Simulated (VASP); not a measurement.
# Ge (P6_3/mmc) in VASP: notebook, part 2 of 2

VASP 6.6.1. The steps go on from the part before.

### Step 5. Single point, PBEsol (strain -0.030 along x and y, -0.015 along z)

INCAR

```
ALGO = Normal
EDIFF = 1E-6
ENCUT = 520
GGA = PS
ISIF = 2
ISMEAR = 0
LASPH = True
LCHARG = False
LREAL = False
LWAVE = False
NBANDS = 36
NELM = 100
PREC = Accurate
SIGMA = 0.15
```

KPOINTS

```
k-points
0
Gamma
  12 12 8
```

POSCAR

```
Ge
1.0
    3.8770588283      0.0000000000      0.0000000000
   -1.9385294141      3.3576314372      0.0000000000
    0.0000000000      0.0000000000      6.4974196560
Ge
4
Direct
    0.6666666667      0.3333333333      0.0629118565
    0.3333333333      0.6666666667      0.5629118565
    0.6666666667      0.3333333333      0.4370881435
    0.3333333333      0.6666666667      0.9370881435
```

Potentials or basis: VASP PAW PBE potentials, release 64 (Ge_d).

Started as:

```console
cat potpaw_PBE.64/Ge_d/POTCAR > POTCAR
mpirun -np 1 vasp_std > vasp.out
```

OUTCAR:

```text
EDIFF = 1E-6
   ENCUT = 520
   GGA = PS
   ISIF = 2
   ISMEAR = 0
   LASPH = True
   LREAL = False
   NELM = 100
   PREC = Accurate

 ion  position               nearest neighbor table
   1  0.667  0.333  0.063-   4 2.38   4 2.38   4 2.38   3 2.43
   2  0.333  0.667  0.563-   3 2.38   3 2.38   3 2.38   4 2.43
   3  0.667  0.333  0.437-   2 2.38   2 2.38   2 2.38   1 2.43
   4  0.333  0.667  0.937-   1 2.38   1 2.38   1 2.38   2 2.43

  LATTYP: Found a hexagonal cell.
 ALAT       =     3.8770588283
 C/A-ratio  =     1.6758630559

  Lattice vectors:

 A1 = (   3.8770588283,   0.0000000000,   0.0000000000)
 A2 = (  -1.9385294141,   3.3576314372,   0.0000000000)
 A3 = (   0.0000000000,   0.0000000000,   6.4974196560)

Analysis of symmetry for initial positions (statically):
=====================================================================
 Subroutine PRICEL returns:
 Original cell was already a primitive cell.

 Routine SETGRP: Setting up the symmetry group for a
 hexagonal supercell.

 Subroutine GETGRP returns: Found 24 space group operations
 (whereof 12 operations were pure point group operations)
 out of a pool of 24 trial point group operations.

The static configuration has the point symmetry D_3d.
 The point group associated with its full space group is D_6h.

Analysis of symmetry for dynamics (positions and initial velocities):
=====================================================================
 Subroutine PRICEL returns:
 Original cell was already a primitive cell.

 Routine SETGRP: Setting up the symmetry group for a
 hexagonal supercell.

 Subroutine GETGRP returns: Found 24 space group operations
 (whereof 12 operations were pure point group operations)
 out of a pool of 24 trial point group operations.

The dynamic configuration has the point symmetry D_3d.
 The point group associated with its full space group is D_6h.

 Subroutine INISYM returns: Found 24 space group operations
 (whereof 12 operations are pure point group operations),
 and found     1 'primitive' translations

----------------------------------------------------------------------------------------

                                     Primitive cell

  volume of cell :      84.5817

  direct lattice vectors                    reciprocal lattice vectors
     3.877058828  0.000000000  0.000000000     0.257927477  0.148914498  0.000000000
    -1.938529414  3.357631437  0.000000000     0.000000000  0.297828996  0.000000000
     0.000000000  0.000000000  6.497419656     0.000000000  0.000000000  0.153907251

  length of vectors
     3.877058828  3.877058828  6.497419656     0.297828996  0.297828996  0.153907251

  position of ions in fractional coordinates (direct lattice)
     0.666666667  0.333333333  0.062911857
     0.333333333  0.666666667  0.562911857
     0.666666667  0.333333333  0.437088143
     0.333333333  0.666666667  0.937088143

  ion indices of the primitive-cell ions
   primitive index   ion index
                 1           1
                 2           2
                 3           3
                 4           4

----------------------------------------------------------------------------------------

 KPOINTS: k-points

Automatic generation of k-mesh.
 Grid dimensions read from file:
 generate k-points for:   12   12    8

 Generating k-lattice:

  Cartesian coordinates                     Fractional coordinates (reciprocal lattice)
     0.021493956  0.012409542  0.000000000     0.083333333  0.000000000  0.000000000
     0.000000000  0.024819083  0.000000000     0.000000000  0.083333333  0.000000000
     0.000000000  0.000000000  0.019238406     0.000000000  0.000000000  0.125000000

  Length of vectors
     0.024819083  0.024819083  0.019238406

  Shift w.r.t. Gamma in fractional coordinates (k-lattice)
     0.000000000  0.000000000  0.000000000

 Subroutine IBZKPT returns following result:
 ===========================================

 Found     95 irreducible k-points:

 Following reciprocal coordinates:
            Coordinates               Weight
  0.000000  0.000000  0.000000      1.000000
  0.083333 -0.000000  0.000000      6.000000
  0.166667 -0.000000  0.000000      6.000000
  0.250000 -0.000000  0.000000      6.000000
  0.333333 -0.000000  0.000000      6.000000
  0.416667  0.000000  0.000000      6.000000
[... 16 lines left out ...]
  0.250000 -0.000000  0.125000     12.000000
  0.333333 -0.000000  0.125000     12.000000
 [... further k-points ...]
   k-points           NKPTS =     95   k-points in BZ     NKDIM =     95   number of bands    NBANDS=     36
   number of dos      NEDOS =    301   number of ions     NIONS =      4
   total plane-waves  NPLWV =  43200
   dimension x,y,z NGX =    30 NGY =   30 NGZ =   48
   dimension x,y,z NGXF=    60 NGYF=   60 NGZF=   96
   ions per type =               4
   NGX,Y,Z   is equivalent  to a cutoff of  12.86, 12.86, 12.28 a.u.
   NGXF,Y,Z  is equivalent  to a cutoff of  25.73, 25.73, 24.56 a.u.
 SYSTEM =  unknown system
   PREC   = accura    normal or accurate (medium, high low for compatibility)
   ISTART =      0    job   : 0-new  1-cont  2-samecut
   ICHARG =      2    charge: 1-file 2-atom 10-const
   ISPIN  =      1    spin polarized calculation?
   LNONCOLLINEAR =      F non collinear calculations
   LSORBIT =      F    spin-orbit coupling
   LASPH  =      T    aspherical Exc in radial PAW
   ENCUT  =  520.0 eV  38.22 Ry    6.18 a.u.   7.21  7.21 12.08*2*pi/ulx,y,z
   NELM   =    100;   NELMIN=  2; NELMDL= -5     # of ELM steps
   EDIFF  = 0.1E-05   stopping-criterion for ELM
   LREAL  =      F    real-space projection
   EDIFFG = 0.1E-04   stopping-criterion for IOM
   NSW    =      0    number of steps for IOM
   IBRION =     -1    ionic relax: 0-MD 1-quasi-New 2-CG
   NFREE  =      0    steps in history (QN), initial steepest desc. (CG)
   ISIF   =      2    stress and relaxation
   ISYM   =      2    0-nonsym 1-usesym 2-fastsym
   POTIM  = 0.5000    time-step for ionic-motion
   TEBEG  =    0.0;   TEEND  =   0.0 temperature during run
   PSTRESS=    0.0 pullay stress
   NELECT =      56.0000    total number of electrons
   NUPDOWN=      -1.0000    fix difference up-down
   EMIN   =  10.00;   EMAX   =-10.00  energy-range for DOS
   EFERMI =   0.00;   METHOD = LEGACY
   ISMEAR =     0;   SIGMA  =   0.15  broadening in eV -4-tet -1-fermi 0-gaus
   EFERMI_NEDOS =   21; number of points for ismear=-14 and -15
   IALGO  =     38    algorithm
   IMIX   =      4    mixing-type and parameters
     AMIX     =   0.40;   BMIX     =  1.00
     AMIX_MAG =   1.60;   BMIX_MAG =  1.00
  volume/ion in A,a.u.               =      21.15       142.70
  Fermi-wavevector in a.u.,A,eV,Ry     =   1.426851  2.696358 27.700166  2.035905
  Thomas-Fermi vector in A             =   2.547084
   LORBIT       =      0    0 simple, 1 ext, 2 COOP (PROOUT), +10 PAW based schemes
   GGA     = PS    functional components
   LHFCALC =     F    Hartree Fock is set to
   AEXX    =    0.0000 exact exchange contribution
   IVDW    =     0    specifies the selected vdW correction
   LEPSILON=     F    determine dielectric tensor
   LRPA    =     F    only Hartree local field effects (RPA)
 non-spin polarized calculation
 Gauss-broadening in eV      SIGMA  =   0.15
  energy-cutoff  :      520.00
  volume of cell :       84.58
 maximum number of plane-waves:      2304
 NGX is ok and might be reduce to    30
   NGX = 15   NGY = 15   NGZ = 25

 number of electron      55.9999929 magnetization

 Free energy of the ion-electron system (eV)
  ---------------------------------------------------
  ext. energy  EPLUGINS =         0.00000000
  ---------------------------------------------------
  free energy    TOTEN  =       -19.55941030 eV

  energy without entropy =      -19.55805160  energy(sigma->0) =      -19.55873095

 E-fermi :   5.7222     XC(G=0): -10.4536

 val. band max:        5.6394009966   @ k =   0.0000   0.0000   0.1250
 cond. band min:       5.7482454938   @ k =   0.0000   0.0000   0.0000
 fundamental gap:      0.1088444972
 Fermi energy:         5.7222061300

 k-point     1 :       0.0000    0.0000    0.0000
  band No.  band energies     occupation
      1     -19.3771      2.00000
      2     -19.3771      2.00000
      3     -19.3332      2.00000
      4     -19.3332      2.00000
      5     -19.3137      2.00000
      6     -19.3033      2.00000
[... 28 lines left out ...]
     35      10.2969      0.00000
     36      11.7212      0.00000
[... 866 lines left out ...]
      6     -19.2782      2.00000
[... 28 lines left out ...]
     35      13.0053      0.00000
     36      13.1932      0.00000

 [... further k-points ...]
[... 5 lines left out ...]
  --------------------------------------------------------------------------------------
  -------------------------------------------------------------------------------------
  Total        3.7442126      3.7442126      2.0307538      0.0000000      0.0000000      0.0000000
  in kB       70.9242506     70.9242505     38.4672843      0.0000000      0.0000000      0.0000000
  external PRESSURE =      60.1052618 kB  Pullay stress =       0.0000000 kB

 VOLUME and BASIS-vectors are now :
 -----------------------------------------------------------------------------
  energy-cutoff  :      520.00
  volume of cell :       84.58
      direct lattice vectors                 reciprocal lattice vectors
     3.877058828  0.000000000  0.000000000     0.257927477  0.148914498  0.000000000
    -1.938529414  3.357631437  0.000000000     0.000000000  0.297828996  0.000000000
     0.000000000  0.000000000  6.497419656     0.000000000  0.000000000  0.153907251

 POSITION                                       TOTAL-FORCE (eV/Angst)
 -----------------------------------------------------------------------------------
      1.93853      1.11921      0.40876        -0.000000     -0.000000      0.211122
     -0.00000      2.23842      3.65747         0.000000      0.000000      0.211122
      1.93853      1.11921      2.83995        -0.000000     -0.000000     -0.211122
     -0.00000      2.23842      6.08865         0.000000      0.000000     -0.211122
 -----------------------------------------------------------------------------------
    total drift:                               -0.000000      0.000000      0.000000

  FREE ENERGIE OF THE ION-ELECTRON SYSTEM (eV)
  ---------------------------------------------------
  free  energy   TOTEN  =       -19.5594103012 eV

  energy  without entropy=      -19.5580516015  energy(sigma->0) =      -19.55873095
```

stdout:

```text
POSCAR found type information on POSCAR Ge
 POSCAR found :  1 types and       4 ions
 scaLAPACK will be used
 -----------------------------------------------------------------------------
|                                                                             |
|                                                                             |
|     You enforced a specific xc type in the INCAR file but a different       |
|     I HOPE YOU KNOW WHAT YOU ARE DOING!                                     |
|                                                                             |
 -----------------------------------------------------------------------------

 LDA part: xc-table for (Slater+PW92), standard interpolation
 POSCAR, INCAR and KPOINTS ok, starting setup
 FFT: planning ... GRIDC
 FFT: planning ... GRID_SOFT
 FFT: planning ... GRID
 WAVECAR not read
 entering main loop
```

Run time: 6.7 min. Hardware: 1 thread of AMD EPYC 7R13, shared host; peak memory 0.3 GiB.

What came out:

* Free energy: -19.5594 eV
* Pressure: 6.0 GPa
* Largest force: 0.211 eV/Å

Forces on the atoms (eV/Å):
```
Ge   0.000  0.000  0.211
Ge   0.000  0.000  0.211
Ge   0.000  0.000 -0.211
Ge   0.000  0.000 -0.211
```

Caveat: the cell differs from its parent crystal (strain -0.030 along x and y, -0.015 along z); the PAW data sets were made with another functional, which shifts forces and pressure a little.

### Step 6. Overview

```csv
cell,gap on the mesh (eV),pressure (GPa),largest force (eV/Å)
"a = 3.937, b = 3.937, c = 6.596 Å, angles 90.0, 90.0, 120.0°, 4 atoms",none,2.1,0.16
"a = 3.937, b = 3.937, c = 6.695 Å, angles 90.0, 90.0, 120.0°, 4 atoms",none,1.0,0.27
"a = 3.877, b = 3.877, c = 6.398 Å, angles 90.0, 90.0, 120.0°, 4 atoms",none,7.5,0.03
"a = 3.877, b = 3.877, c = 6.497 Å, angles 90.0, 90.0, 120.0°, 4 atoms",-,6.0,0.21
```

Alike in all rows: task single point; level PBEsol; potentials or basis VASP PAW PBE potentials, release 64 (Ge_d); no spin polarisation; k mesh 12 × 12 × 8; cutoff (eV) 520; smearing gaussian 0.15 eV.

Caveats: the PAW data sets were made with another functional, which shifts forces and pressure a little.

Total energies depend on the potentials used, so only differences within one code and one set of settings carry meaning.
